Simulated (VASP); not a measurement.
# Hf12H (a cell with a defect) in VASP: notebook

Hf12H (a cell with a defect) is run at these levels: PBE; tasks: single point.

Program: VASP 6.6.1. These are calculated values, not measurements. Logs are shortened: lines on timing, memory, paths and dates and some standing lists are left out, and cuts for length are marked.

## 1. The cell of the first run

The cell holds a defect, 13 atoms: a = 6.400 Å, b = 9.600 Å, c = 5.062 Å, α = 90.00°, β = 90.00°, γ = 120.00°.

## 2. Single point, PBE

The input, INCAR:

```
SYSTEM = Hf12H
PREC = Accurate
ENCUT = 520
EDIFF = 1E-6
ISMEAR = -1
SIGMA = 0.1
LREAL = .FALSE.
LASPH = .TRUE.
NELM = 100
ALGO = Normal
ISIF = 2
LWAVE = .FALSE.
LCHARG = .FALSE.
GGA = PE
NBANDS = 72
```

The input, KPOINTS:

```
regular mesh
0
G
  3 2 3
  0 0 0
```

The input, POSCAR:

```
Hf12H
1.0
    6.4000000000      0.0000000000      0.0000000000
   -4.8000000000      8.3138440000      0.0000000000
    0.0000000000      0.0000000000      5.0624000000
Hf H
12 1
Direct
    0.0505372310      0.0086121414      0.0152891909
    0.1843369610      0.2379284480      0.4695796460
   -0.0041501997      0.3054664004     -0.0021728824
    0.1550932313      0.5448743084      0.4528484513
    0.0123201724      0.6776768965      0.0111409608
    0.1855895169      0.8923068559      0.5220053729
    0.5054809723     -0.0126295370      0.0368797408
    0.6658870124      0.2165785165      0.5048396018
    0.5329864525      0.3351277700      0.0065581542
    0.6687354430      0.5563972574      0.5156842604
    0.4943129084      0.6732505445      0.0082767067
    0.6844799250      0.9070774001      0.5060643173
    0.8747248765      0.8167581687      0.7484987358
```

Potentials or basis: VASP PAW PBE potentials, release 64 (Hf_pv, H).

Command:

```
cat potpaw_PBE.64/Hf_pv/POTCAR potpaw_PBE.64/H/POTCAR > POTCAR
mpirun -np 1 vasp_std > vasp.out
```

OUTCAR:

```text
SYSTEM = Hf12H
   PREC = Accurate
   ENCUT = 520
   EDIFF = 1E-6
   ISMEAR = -1
   LREAL = .FALSE.
   LASPH = .TRUE.
   NELM = 100
   ISIF = 2
   GGA = PE

 ion  position               nearest neighbor table
   1  0.051  0.009  0.015-  13 2.10   2 3.00   7 3.02   6 3.03   3 3.04   5 3.06   6 3.09   9 3.11
                            12 3.21  12 3.29   2 3.37   7 3.39  11 3.40
   2  0.184  0.238  0.470-   3 2.89   1 3.00   9 3.04   4 3.05  10 3.09   3 3.13  12 3.19   8 3.19
                             8 3.23   6 3.33   9 3.34   1 3.37
   3  0.996  0.305  0.998-   2 2.89   1 3.04   4 3.05   8 3.10   7 3.10   9 3.11   2 3.13   8 3.16
                             9 3.30  11 3.37   4 3.40   5 3.52
   4  0.155  0.545  0.453-  11 2.94   5 2.94   2 3.05   3 3.05   8 3.15  10 3.19  10 3.25   6 3.26
                            11 3.39   3 3.40   5 3.41  12 3.44
   5  0.012  0.678  0.011-  13 2.35   4 2.94   6 3.05   1 3.06   7 3.07  11 3.11   6 3.14  10 3.15
                             9 3.18  10 3.19  11 3.29   4 3.41   3 3.52
   6  0.186  0.892  0.522-  13 2.09   7 3.03   1 3.03   5 3.05   1 3.09   8 3.09  12 3.13   5 3.14
                             7 3.15   4 3.26  10 3.27  12 3.28   2 3.33
   7  0.505  0.987  0.037-  12 2.90  11 2.98   1 3.02   6 3.03   8 3.04   5 3.07   3 3.10   6 3.15
                            12 3.16   9 3.26   8 3.30   1 3.39
   8  0.666  0.217  0.505-  12 3.03   7 3.04   9 3.06   9 3.07   6 3.09   3 3.10   4 3.15   3 3.16
                             2 3.19   2 3.23  10 3.25   7 3.30
   9  0.533  0.335  0.007-   2 3.04   8 3.06   8 3.07  10 3.10   1 3.11   3 3.11  10 3.17   5 3.18
                             7 3.26   3 3.30   2 3.34  11 3.38
  10  0.669  0.556  0.516-   2 3.09   9 3.10   5 3.15  11 3.16   9 3.17   4 3.19   5 3.19  11 3.22
                             4 3.25   8 3.25   6 3.27  12 3.32
  11  0.494  0.673  0.008-   4 2.94   7 2.98   5 3.11  10 3.16  12 3.18  12 3.20  10 3.22   5 3.29
                             3 3.37   9 3.38   4 3.39   1 3.40
  12  0.684  0.907  0.506-  13 2.19   7 2.90   8 3.03   6 3.13   7 3.16  11 3.18   2 3.19  11 3.20
                             1 3.21   6 3.28   1 3.29  10 3.32   4 3.44
  13  0.875  0.817  0.748-   6 2.09   1 2.10  12 2.19   5 2.35

  LATTYP: Found a simple monoclinic cell.
 ALAT       =     6.4000000000
 B/A-ratio  =     0.7910000000
 C/A-ratio  =     1.3228756745
 COS(beta)  =    -0.1889822338

  Lattice vectors:

 A1 = (   6.4000000000,   0.0000000000,   0.0000000000)
 A2 = (   0.0000000000,   0.0000000000,   5.0624000000)
 A3 = (  -1.6000000000,  -8.3138440000,   0.0000000000)

Analysis of symmetry for initial positions (statically):
=====================================================================
 Subroutine PRICEL returns:
 Original cell was already a primitive cell.

 Routine SETGRP: Setting up the symmetry group for a
 simple monoclinic supercell.

 Subroutine GETGRP returns: Found  1 space group operations
 (whereof  1 operations were pure point group operations)
 out of a pool of  4 trial point group operations.

The static configuration has the point symmetry C_1 .

Analysis of symmetry for dynamics (positions and initial velocities):
=====================================================================
 Subroutine PRICEL returns:
 Original cell was already a primitive cell.

 Routine SETGRP: Setting up the symmetry group for a
 simple monoclinic supercell.

 Subroutine GETGRP returns: Found  1 space group operations
 (whereof  1 operations were pure point group operations)
 out of a pool of  4 trial point group operations.

The dynamic configuration has the point symmetry C_1 .

 Subroutine INISYM returns: Found  1 space group operations
 (whereof  1 operations are pure point group operations),
 and found     1 'primitive' translations

----------------------------------------------------------------------------------------

                                     Primitive cell

  volume of cell :     269.3632

  direct lattice vectors                    reciprocal lattice vectors
     6.400000000  0.000000000  0.000000000     0.156250000  0.090210978  0.000000000
    -4.800000000  8.313844000  0.000000000     0.000000000  0.120281304  0.000000000
     0.000000000  0.000000000  5.062400000     0.000000000  0.000000000  0.197534766

  length of vectors
     6.400000000  9.600000107  5.062400000     0.180421958  0.120281304  0.197534766

  position of ions in fractional coordinates (direct lattice)
     0.050537231  0.008612141  0.015289191
     0.184336961  0.237928448  0.469579646
     0.995849800  0.305466400  0.997827118
     0.155093231  0.544874308  0.452848451
     0.012320172  0.677676897  0.011140961
     0.185589517  0.892306856  0.522005373
     0.505480972  0.987370463  0.036879741
[... 36 lines left out ...]
     0.000000000  0.000000000  0.065844922     0.000000000  0.000000000  0.333333333

  Length of vectors
     0.060140653  0.060140652  0.065844922

  Shift w.r.t. Gamma in fractional coordinates (k-lattice)
     0.000000000  0.000000000  0.000000000

 -----------------------------------------------------------------------------
|                                                                             |
|           W    W    AA    RRRRR   N    N  II  N    N   GGGG   !!!           |
|           W    W   A  A   R    R  NN   N  II  NN   N  G    G  !!!           |
|           W    W  A    A  R    R  N N  N  II  N N  N  G       !!!           |
|           W WW W  AAAAAA  RRRRR   N  N N  II  N  N N  G  GGG   !            |
|           WW  WW  A    A  R   R   N   NN  II  N   NN  G    G                |
|           W    W  A    A  R    R  N    N  II  N    N   GGGG   !!!           |
|                                                                             |
|     Your reciprocal lattice and k-lattice belong to different lattice       |
|     classes:                                                                |
|                                                                             |
|        The reciprocal lattice is simple monoclinic,                         |
|        whereas your k-lattice is hexagonal.                                 |
|                                                                             |
|     Results are often still useful ...                                      |
|                                                                             |
 -----------------------------------------------------------------------------

 Subroutine IBZKPT returns following result:
 ===========================================

 Found     10 irreducible k-points:

 Following reciprocal coordinates:
            Coordinates               Weight
  0.000000  0.000000  0.000000      1.000000
  0.333333  0.000000  0.000000      2.000000
  0.000000  0.500000  0.000000      1.000000
  0.333333  0.500000  0.000000      2.000000
  0.000000  0.000000  0.333333      2.000000
  0.333333  0.000000  0.333333      2.000000
 -0.333333 -0.000000  0.333333      2.000000
  0.000000  0.500000  0.333333      2.000000
  0.333333  0.500000  0.333333      2.000000
 -0.333333  0.500000  0.333333      2.000000
   k-points           NKPTS =     10   k-points in BZ     NKDIM =     10   number of bands    NBANDS=     72
   number of dos      NEDOS =    301   number of ions     NIONS =     13
   total plane-waves  NPLWV = 138240
   dimension x,y,z NGX =    48 NGY =   72 NGZ =   40
   dimension x,y,z NGXF=    96 NGYF=  144 NGZF=   80
   ions per type =              12   1
   NGX,Y,Z   is equivalent  to a cutoff of  12.47, 12.47, 13.14 a.u.
   NGXF,Y,Z  is equivalent  to a cutoff of  24.94, 24.94, 26.27 a.u.
 SYSTEM =  Hf12H
   PREC   = accura    normal or accurate (medium, high low for compatibility)
   ISTART =      0    job   : 0-new  1-cont  2-samecut
   ICHARG =      2    charge: 1-file 2-atom 10-const
   ISPIN  =      1    spin polarized calculation?
   LNONCOLLINEAR =      F non collinear calculations
   LSORBIT =      F    spin-orbit coupling
   LASPH  =      T    aspherical Exc in radial PAW
   ENCUT  =  520.0 eV  38.22 Ry    6.18 a.u.  11.90 17.85  9.41*2*pi/ulx,y,z
   NELM   =    100;   NELMIN=  2; NELMDL= -5     # of ELM steps
   EDIFF  = 0.1E-05   stopping-criterion for ELM
   LREAL  =      F    real-space projection
   EDIFFG = 0.1E-04   stopping-criterion for IOM
   NSW    =      0    number of steps for IOM
   IBRION =     -1    ionic relax: 0-MD 1-quasi-New 2-CG
   NFREE  =      0    steps in history (QN), initial steepest desc. (CG)
   ISIF   =      2    stress and relaxation
   ISYM   =      2    0-nonsym 1-usesym 2-fastsym
   POTIM  = 0.5000    time-step for ionic-motion
   TEBEG  =    0.0;   TEEND  =   0.0 temperature during run
   PSTRESS=    0.0 pullay stress
   NELECT =     121.0000    total number of electrons
   NUPDOWN=      -1.0000    fix difference up-down
   EMIN   =  10.00;   EMAX   =-10.00  energy-range for DOS
   EFERMI =   0.00;   METHOD = LEGACY
   ISMEAR =    -1;   SIGMA  =   0.10  broadening in eV -4-tet -1-fermi 0-gaus
   EFERMI_NEDOS =   21; number of points for ismear=-14 and -15
   IALGO  =     38    algorithm
   IMIX   =      4    mixing-type and parameters
     AMIX     =   0.40;   BMIX     =  1.00
     AMIX_MAG =   1.60;   BMIX_MAG =  1.00
  volume/ion in A,a.u.               =      20.72       139.83
  Fermi-wavevector in a.u.,A,eV,Ry     =   1.253787  2.369314 21.388120  1.571982
  Thomas-Fermi vector in A             =   2.387623
   LORBIT       =      0    0 simple, 1 ext, 2 COOP (PROOUT), +10 PAW based schemes
   GGA     = PE    functional components
   LHFCALC =     F    Hartree Fock is set to
   AEXX    =    0.0000 exact exchange contribution
   IVDW    =     0    specifies the selected vdW correction
   LEPSILON=     F    determine dielectric tensor
   LRPA    =     F    only Hartree local field effects (RPA)
 non-spin polarized calculation
  energy-cutoff  :      520.00
  volume of cell :      269.36
 maximum number of plane-waves:      7282
   NGX = 23   NGY = 35   NGZ = 19

 number of electron     121.0000000 magnetization

 Free energy of the ion-electron system (eV)
  ---------------------------------------------------
  ext. energy  EPLUGINS =         0.00000000
  ---------------------------------------------------
  free energy    TOTEN  =      -121.83562561 eV

  energy without entropy =     -121.33001883  energy(sigma->0) =     -121.58282222

 E-fermi :   4.8738     XC(G=0): -11.2983

 val. band max:        4.8398758054   @ k =   0.3333   0.5000   0.3333
 cond. band min:       4.8741337315   @ k =   0.3333   0.0000   0.0000
 fundamental gap:      0.0342579261
 Fermi energy:         4.8738444192

 k-point     1 :       0.0000    0.0000    0.0000
  band No.  band energies     occupation
      1     -26.1632      2.00000
      2     -26.0034      2.00000
      3     -25.9706      2.00000
      4     -25.9516      2.00000
      5     -25.9267      2.00000
      6     -25.8783      2.00000
[... 739 lines left out ...]
     71       5.8677      0.00010
     72       6.1744      0.00000

------------------------ aborting loop because EDIFF is reached ----------------------------------------

  FORCE on cell =-STRESS in cart. coord.  units (eV):
  Direction    XX          YY          ZZ          XY          YZ          ZX
  --------------------------------------------------------------------------------------
  -------------------------------------------------------------------------------------
  Total        4.2590682      3.2820602      4.7502557     -1.5760473     -0.1961529      0.4002123
  in kB       25.3330147     19.5217534     28.2546069     -9.3743576     -1.1667209      2.3804699
  external PRESSURE =      24.3697916 kB  Pullay stress =       0.0000000 kB

 VOLUME and BASIS-vectors are now :
 -----------------------------------------------------------------------------
  energy-cutoff  :      520.00
  volume of cell :      269.36
      direct lattice vectors                 reciprocal lattice vectors
     6.400000000  0.000000000  0.000000000     0.156250000  0.090210978  0.000000000
    -4.800000000  8.313844000  0.000000000     0.000000000  0.120281304  0.000000000
     0.000000000  0.000000000  5.062400000     0.000000000  0.000000000  0.197534766

 POSITION                                       TOTAL-FORCE (eV/Angst)
 -----------------------------------------------------------------------------------
      0.28210      0.07160      0.07740        -0.731899     -0.046662     -0.150614
      0.03770      1.97810      2.37720         0.433591     -0.386914      0.952070
      4.90720      2.53960      5.05140        -0.200208      1.088057     -0.613521
     -1.62280      4.53000      2.29250        -0.120583      0.255903      1.248835
     -3.17400      5.63410      0.05640        -0.115441     -0.602357     -0.305324
     -3.09530      7.41850      2.64260         0.228053     -0.063006     -0.208416
     -1.50430      8.20884      0.18670        -0.147436      0.860891     -0.790058
      3.22210      1.80060      2.55570        -0.145340      0.263836      0.000228
      1.80250      2.78620      0.03320        -0.353681      0.175148      0.037714
      1.60920      4.62580      2.61060        -0.012042      0.143862     -0.301752
     -0.06800      5.59730      0.04190         0.609543     -0.739162     -0.402502
      0.02670      7.54130      2.56190         0.631378     -0.581772      0.442455
      1.67780      6.79040      3.78920        -0.075935     -0.367823      0.090885
 -----------------------------------------------------------------------------------
    total drift:                                0.000126     -0.000351     -0.000080

  FREE ENERGIE OF THE ION-ELECTRON SYSTEM (eV)
  ---------------------------------------------------
  free  energy   TOTEN  =      -121.8356256097 eV

  energy  without entropy=     -121.3300188273  energy(sigma->0) =     -121.58282222
```

It took 10 min on 1 thread of Intel Xeon 8259CL, shared host; peak memory 0.43 GiB.

Results:

| Property | Result |
| --- | --- |
| Free energy | -121.8356 eV |
| Pressure | 2.4 GPa |
| Largest force | 1.280 eV/Å |
| Band gap on the k mesh | zero (an odd number of electrons rules out a gap without spin polarisation) |

Forces in eV/Å, atoms in the order of the input:
```
Hf  -0.732 -0.047 -0.151
Hf   0.434 -0.387  0.952
Hf  -0.200  1.088 -0.614
Hf  -0.121  0.256  1.249
Hf  -0.115 -0.602 -0.305
Hf   0.228 -0.063 -0.208
Hf  -0.147  0.861 -0.790
Hf  -0.145  0.264  0.000
Hf  -0.354  0.175  0.038
Hf  -0.012  0.144 -0.302
Hf   0.610 -0.739 -0.403
Hf   0.631 -0.582  0.442
H   -0.076 -0.368  0.091
```

Caveat: the k points lie up to 0.41 Å⁻¹ apart, too coarse for converged energies and pressures of a metal; spin-orbit coupling is left out, which moves the levels of the heavy elements.

(Part 1 of 3 ends here.)
